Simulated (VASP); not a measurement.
# H4C3O4 (P1) in VASP: further runs

Runs on H4C3O4. Level: PBE. Tasks: single point.

Everything below comes from runs of VASP 6.6.1. Logs are shortened: lines on timing, memory, paths and dates and some standing lists are left out, and cuts for length are marked.

### 1 The cell of the first run

The typed cell holds 22 atoms: a = 5.154 Å, b = 5.324 Å, c = 8.169 Å, α = 108.04°, β = 101.31°, γ = 95.29°.

### 2 Single point, PBE

INCAR reads:

```
SYSTEM = H4C3O4
ALGO     = Normal         ! electronic algorithm
EDIFF    = 1E-6           ! SCF threshold, eV
ENCUT    = 520            ! plane-wave cutoff, eV
GGA      = PE             ! functional
ISIF     = 2              ! what is computed and relaxed
ISMEAR   = -1             ! smearing method
LASPH    = .TRUE.         ! aspherical terms in the spheres
LCHARG   = .FALSE.        ! write CHGCAR
LREAL    = Auto         
LWAVE    = .FALSE.        ! write WAVECAR
NBANDS   = 57             ! bands
NELM     = 100            ! most SCF steps
PREC     = Accurate       ! precision mode
SIGMA    = 0.05           ! smearing width, eV
```

KPOINTS reads:

```
k-points
0
G
  2 2 1
  0 0 0
```

POSCAR reads:

```
H4C3O4
1.0
    5.1539000000      0.0000000000      0.0000000000
   -0.4908560000      5.3013240000      0.0000000000
   -1.6014840000     -2.6888250000      7.5455130000
H C O
8 6 8
Direct
    0.5329232646      0.8218714945      0.8070094108
    0.3957873896      0.2300511801      0.1539988070
    0.4920681625      0.9013713824      0.6443564540
    0.5401858969      0.1071398110      0.2909013608
    0.9023500723      0.6749003244      0.0403020974
    0.1858651423      0.3903442783      0.9548191091
    0.9276174638      0.5587827288      0.4137823366
    0.0881445869      0.2629937628      0.5818954921
    0.7784704561      0.6937734117      0.6362324205
    0.2293249125      0.2915022216      0.3705513462
    0.8006387916      0.1767128807      0.8513801514
    0.1974220292      0.8496346016      0.1412097494
    0.6321577172      0.8959783656      0.7367424852
    0.3677452441      0.1350765564      0.2346692664
    0.0628042736      0.1632019512      0.8782968103
    0.9415500941      0.8479691359      0.1448808053
    0.6939466775      0.3831699920      0.9139338836
    0.2954661107      0.6409895677      0.0784704764
    0.8614612733      0.5060827744      0.6734200842
    0.0764104745      0.4471027112      0.3295998562
    0.8116247298      0.7460895643      0.4883034460
    0.2483134757      0.2367027634      0.5221381237
```

Potentials or basis: VASP PAW PBE potentials, release 64 (H, C, O).

The run is started by

```
$ cat potpaw_PBE.64/H/POTCAR potpaw_PBE.64/C/POTCAR potpaw_PBE.64/O/POTCAR > POTCAR
$ mpirun -np 1 vasp_std > vasp.out
```

OUTCAR:

```text
SYSTEM = H4C3O4
   EDIFF = 1E-6
   ENCUT = 520
   GGA = PE
   ISIF = 2
   ISMEAR = -1
   LASPH = .TRUE.
   LREAL = Auto
   NELM = 100
   PREC = Accurate

 ion  position               nearest neighbor table
   1  0.533  0.822  0.807-  13 0.98
   2  0.396  0.230  0.154-  14 0.97
   3  0.492  0.901  0.644-  13 0.95
   4  0.540  0.107  0.291-  14 0.96
   5  0.902  0.675  0.040-  16 1.01
   6  0.186  0.390  0.955-  15 1.22  18 1.39
   7  0.928  0.559  0.414-  20 1.21  21 1.26
   8  0.088  0.263  0.582-  22 1.04
   9  0.778  0.694  0.636-  19 1.22  21 1.36  13 1.50
  10  0.229  0.292  0.371-  20 1.27  22 1.35  14 1.51
  11  0.801  0.177  0.851-  17 1.28  15 1.34  13 1.56
  12  0.197  0.850  0.141-  18 1.27  16 1.32  14 1.56
  13  0.632  0.896  0.737-   3 0.95   1 0.98   9 1.50  11 1.56
  14  0.368  0.135  0.235-   4 0.96   2 0.97  10 1.51  12 1.56
  15  0.063  0.163  0.878-   6 1.22  11 1.34
  16  0.942  0.848  0.145-   5 1.01  12 1.32
  17  0.694  0.383  0.914-  11 1.28
  18  0.295  0.641  0.078-  12 1.27   6 1.39
  19  0.861  0.506  0.673-   9 1.22
  20  0.076  0.447  0.330-   7 1.21  10 1.27
  21  0.812  0.746  0.488-   7 1.26   9 1.36
  22  0.248  0.237  0.522-   8 1.04  10 1.35

  LATTYP: Found a triclinic cell.
 ALAT       =     5.1539000000
 B/A-ratio  =     1.3698971081
 C/A-ratio  =     2.7805291979
 COS(alpha) =     0.0052229485
 COS(beta)  =     0.6417869187
 COS(gamma) =     0.6604585653

  Lattice vectors:

 A1 = (   5.1539000000,   0.0000000000,   0.0000000000)
 A2 = (   4.6630440000,   5.3013240000,   0.0000000000)
 A3 = (   9.1971720000,  -7.9901490000,   7.5455130000)

Analysis of symmetry for initial positions (statically):
=====================================================================
 Subroutine PRICEL returns:
 Original cell was already a primitive cell.

 Routine SETGRP: Setting up the symmetry group for a
 triclinic supercell.

 Subroutine GETGRP returns: Found  1 space group operations
 (whereof  1 operations were pure point group operations)
 out of a pool of  2 trial point group operations.

The static configuration has the point symmetry C_1 .

Analysis of symmetry for dynamics (positions and initial velocities):
=====================================================================
 Subroutine PRICEL returns:
 Original cell was already a primitive cell.

 Routine SETGRP: Setting up the symmetry group for a
 triclinic supercell.

 Subroutine GETGRP returns: Found  1 space group operations
 (whereof  1 operations were pure point group operations)
 out of a pool of  2 trial point group operations.

The dynamic configuration has the point symmetry C_1 .

 Subroutine INISYM returns: Found  1 space group operations
 (whereof  1 operations are pure point group operations),
 and found     1 'primitive' translations

----------------------------------------------------------------------------------------

                                     Primitive cell

  volume of cell :     206.1622

  direct lattice vectors                    reciprocal lattice vectors
     5.153900000  0.000000000  0.000000000     0.194027824  0.017965271  0.047582971
    -0.490856000  5.301324000  0.000000000     0.000000000  0.188632123  0.067218593
    -1.601484000 -2.688825000  7.545513000     0.000000000  0.000000000  0.132529094

  length of vectors
     5.153900000  5.323999978  8.168800237     0.200583365  0.200250885  0.132529094

  position of ions in fractional coordinates (direct lattice)
     0.532923265  0.821871495  0.807009411
     0.395787390  0.230051180  0.153998807
     0.492068162  0.901371382  0.644356454
     0.540185897  0.107139811  0.290901361
     0.902350072  0.674900324  0.040302097
     0.185865142  0.390344278  0.954819109
[... 14 lines left out ...]
     0.811624730  0.746089564  0.488303446
     0.248313476  0.236702763  0.522138124

  ion indices of the primitive-cell ions
   primitive index   ion index
                 1           1
                 2           2
                 3           3
                 4           4
                 5           5
                 6           6
[... 14 lines left out ...]
                21          21
                22          22

----------------------------------------------------------------------------------------

 KPOINTS: k-points

Automatic generation of k-mesh.
 Grid dimensions read from file:
 generate k-points for:    2    2    1

 Generating k-lattice:

  Cartesian coordinates                     Fractional coordinates (reciprocal lattice)
     0.097013912  0.008982635  0.023791485     0.500000000  0.000000000  0.000000000
     0.000000000  0.094316061  0.033609297     0.000000000  0.500000000  0.000000000
     0.000000000  0.000000000  0.132529094     0.000000000  0.000000000  1.000000000

  Length of vectors
     0.100291683  0.100125443  0.132529094

  Shift w.r.t. Gamma in fractional coordinates (k-lattice)
     0.000000000  0.000000000  0.000000000

 Subroutine IBZKPT returns following result:
 ===========================================

 Found      4 irreducible k-points:

 Following reciprocal coordinates:
            Coordinates               Weight
  0.000000  0.000000  0.000000      1.000000
  0.500000  0.000000 -0.000000      1.000000
  0.000000  0.500000 -0.000000      1.000000
  0.500000  0.500000  0.000000      1.000000
   k-points           NKPTS =      4   k-points in BZ     NKDIM =      4   number of bands    NBANDS=     57
   number of dos      NEDOS =    301   number of ions     NIONS =     22
   total plane-waves  NPLWV = 102400
   dimension x,y,z NGX =    40 NGY =   40 NGZ =   64
   dimension x,y,z NGXF=    80 NGYF=   80 NGZF=  128
   ions per type =               8   6   8
   NGX,Y,Z   is equivalent  to a cutoff of  12.90, 12.49, 13.02 a.u.
   NGXF,Y,Z  is equivalent  to a cutoff of  25.81, 24.98, 26.05 a.u.
 SYSTEM =  H4C3O4
   PREC   = accura    normal or accurate (medium, high low for compatibility)
   ISTART =      0    job   : 0-new  1-cont  2-samecut
   ICHARG =      2    charge: 1-file 2-atom 10-const
   ISPIN  =      1    spin polarized calculation?
   LNONCOLLINEAR =      F non collinear calculations
   LSORBIT =      F    spin-orbit coupling
   LASPH  =      T    aspherical Exc in radial PAW
   ENCUT  =  520.0 eV  38.22 Ry    6.18 a.u.   9.58  9.90 15.19*2*pi/ulx,y,z
   NELM   =    100;   NELMIN=  2; NELMDL= -5     # of ELM steps
   EDIFF  = 0.1E-05   stopping-criterion for ELM
   LREAL  =      T    real-space projection
   EDIFFG = 0.1E-04   stopping-criterion for IOM
   NSW    =      0    number of steps for IOM
   IBRION =     -1    ionic relax: 0-MD 1-quasi-New 2-CG
   NFREE  =      0    steps in history (QN), initial steepest desc. (CG)
   ISIF   =      2    stress and relaxation
   ISYM   =      2    0-nonsym 1-usesym 2-fastsym
   POTIM  = 0.5000    time-step for ionic-motion
   TEBEG  =    0.0;   TEEND  =   0.0 temperature during run
   PSTRESS=    0.0 pullay stress
   NELECT =      80.0000    total number of electrons
   NUPDOWN=      -1.0000    fix difference up-down
   EMIN   =  10.00;   EMAX   =-10.00  energy-range for DOS
   EFERMI =   0.00;   METHOD = LEGACY
   ISMEAR =    -1;   SIGMA  =   0.05  broadening in eV -4-tet -1-fermi 0-gaus
   EFERMI_NEDOS =   21; number of points for ismear=-14 and -15
   IALGO  =     38    algorithm
   IMIX   =      4    mixing-type and parameters
     AMIX     =   0.40;   BMIX     =  1.00
     AMIX_MAG =   1.60;   BMIX_MAG =  1.00
  volume/ion in A,a.u.               =       9.37        63.24
  Fermi-wavevector in a.u.,A,eV,Ry     =   1.194085  2.256493 19.399707  1.425838
  Thomas-Fermi vector in A             =   2.330083
   LORBIT       =      0    0 simple, 1 ext, 2 COOP (PROOUT), +10 PAW based schemes
   GGA     = PE    functional components
   LHFCALC =     F    Hartree Fock is set to
   AEXX    =    0.0000 exact exchange contribution
   IVDW    =     0    specifies the selected vdW correction
   LEPSILON=     F    determine dielectric tensor
   LRPA    =     F    only Hartree local field effects (RPA)
 non-spin polarized calculation
  energy-cutoff  :      520.00
  volume of cell :      206.16
 maximum number of plane-waves:      5565
 NGX is ok and might be reduce to    40
   NGX = 19   NGY = 19   NGZ = 31

 number of electron      80.0000003 magnetization

 Free energy of the ion-electron system (eV)
  ---------------------------------------------------
  ext. energy  EPLUGINS =         0.00000000
  ---------------------------------------------------
  free energy    TOTEN  =      -136.04825450 eV

  energy without entropy =     -136.04825450  energy(sigma->0) =     -136.04825450

 E-fermi :   0.6926     XC(G=0):  -8.4509

 val. band max:       -0.4821382826   @ k =   0.0000   0.5000  -0.0000
 cond. band min:       2.4496721300   @ k =   0.5000   0.5000   0.0000
 fundamental gap:      2.9318104126
 Fermi energy:         0.6925734015

 k-point     1 :       0.0000    0.0000    0.0000
  band No.  band energies     occupation
      1     -23.4632      2.00000
      2     -22.9724      2.00000
      3     -21.4831      2.00000
      4     -21.1466      2.00000
      5     -20.9092      2.00000
      6     -20.7865      2.00000
[... 44 lines left out ...]
     51       9.0729      0.00000
     52       9.1778      0.00000

 k-point     2 :       0.5000    0.0000   -0.0000
  band No.  band energies     occupation
      1     -23.4462      2.00000
      2     -22.9614      2.00000
      3     -21.4821      2.00000
      4     -21.1422      2.00000
      5     -20.8952      2.00000
      6     -20.8265      2.00000
[... 44 lines left out ...]
     51       8.9398      0.00000
     52       9.0207      0.00000

 k-point     3 :       0.0000    0.5000   -0.0000
  band No.  band energies     occupation
      1     -23.4257      2.00000
      2     -22.9995      2.00000
      3     -21.3567      2.00000
      4     -21.2998      2.00000
      5     -20.9249      2.00000
      6     -20.7757      2.00000
[... 44 lines left out ...]
     51       8.9227      0.00000
     52       9.2336      0.00000

 k-point     4 :       0.5000    0.5000    0.0000
  band No.  band energies     occupation
      1     -23.4107      2.00000
      2     -22.9881      2.00000
      3     -21.3571      2.00000
      4     -21.2909      2.00000
      5     -20.9109      2.00000
      6     -20.8137      2.00000
[... 44 lines left out ...]
     51       8.9014      0.00000
     52       9.0506      0.00000
 [bands above 52 left out]

------------------------ aborting loop because EDIFF is reached ----------------------------------------

  FORCE on cell =-STRESS in cart. coord.  units (eV):
  Direction    XX          YY          ZZ          XY          YZ          ZX
  --------------------------------------------------------------------------------------
  -------------------------------------------------------------------------------------
  Total        6.6332668     -1.1852041      6.4493686      2.9588322    -11.2420408      6.5649969
  in kB       51.5500325     -9.2107418     50.1208787     22.9943857    -87.3668409     51.0194766
  external PRESSURE =      30.8200565 kB  Pullay stress =       0.0000000 kB

 VOLUME and BASIS-vectors are now :
 -----------------------------------------------------------------------------
  energy-cutoff  :      520.00
  volume of cell :      206.16
      direct lattice vectors                 reciprocal lattice vectors
     5.153900000  0.000000000  0.000000000     0.194027824  0.017965271  0.047582971
    -0.490856000  5.301324000  0.000000000     0.000000000  0.188632123  0.067218593
    -1.601484000 -2.688825000  7.545513000     0.000000000  0.000000000  0.132529094

 POSITION                                       TOTAL-FORCE (eV/Angst)
 -----------------------------------------------------------------------------------
      1.05080      2.18710      6.08930        -2.662789     -3.123316      3.378826
      1.68030      0.80550      1.16200         1.000359      4.125189     -3.892154
      1.06170      3.04590      4.86200        -4.556706      3.219851     -5.282648
      2.26560     -0.21420      2.19500         5.295265     -1.964409      2.952891
      4.25480      3.46950      0.30410        -2.895525     -1.397379     -0.402312
     -0.76280     -0.49800      7.20460        -1.253784     -1.918724     -0.645675
[... 14 lines left out ...]
      3.03480      2.64230      3.68450         0.059602     -1.965364      0.483343
      0.32740     -0.14910      3.93980        -0.147627     -0.211791     -1.005951
 -----------------------------------------------------------------------------------
    total drift:                                0.007341      0.012176     -0.012826

  FREE ENERGIE OF THE ION-ELECTRON SYSTEM (eV)
  ---------------------------------------------------
  free  energy   TOTEN  =      -136.0482544982 eV

  energy  without entropy=     -136.0482544981  energy(sigma->0) =     -136.04825450
```

Run time: 2.7 min. Hardware: 1 thread of Intel Xeon Platinum 8259CL at 2.50GHz (Skylake/Cascade Lake), shared host; peak memory 0.3 GiB.

What came out:

```yaml
Free_energy: -136.0483 eV
Pressure: 3.1 GPa
Largest_force: 7.684 eV/Å
Band_gap_on_the_k_mesh: 2.93 eV (least direct gap 2.95 eV)
```

Forces on the atoms (eV/Å):
```
H   -2.663 -3.123  3.379
H    1.000  4.125 -3.892
H   -4.557  3.220 -5.283
H    5.295 -1.964  2.953
H   -2.896 -1.397 -0.402
H   -1.254 -1.919 -0.646
H   -0.771  1.692  0.935
H    1.000  1.054 -0.710
C    1.113  2.299 -1.859
C   -1.958 -0.021  0.882
C   -0.833  0.395  0.491
C    1.181  0.542  1.129
C    6.361  0.852  2.943
C   -5.746 -3.390  1.754
O   -0.195  2.712  0.819
O    1.669 -0.175 -1.327
O    1.842 -2.519 -0.742
O   -0.312  2.008  0.289
O    0.630 -1.091  0.245
O    1.181 -1.123 -0.436
O    0.060 -1.965  0.483
O   -0.148 -0.212 -1.006
```

Caveat: the k points lie up to 0.83 Å⁻¹ apart, too coarse for converged energies, forces and pressures; forces of over 1 eV/Å act on the atoms, so gaps and moduli don't describe the material at rest. A k mesh can miss the band edges.

(Part 1 of 2 ends here.)
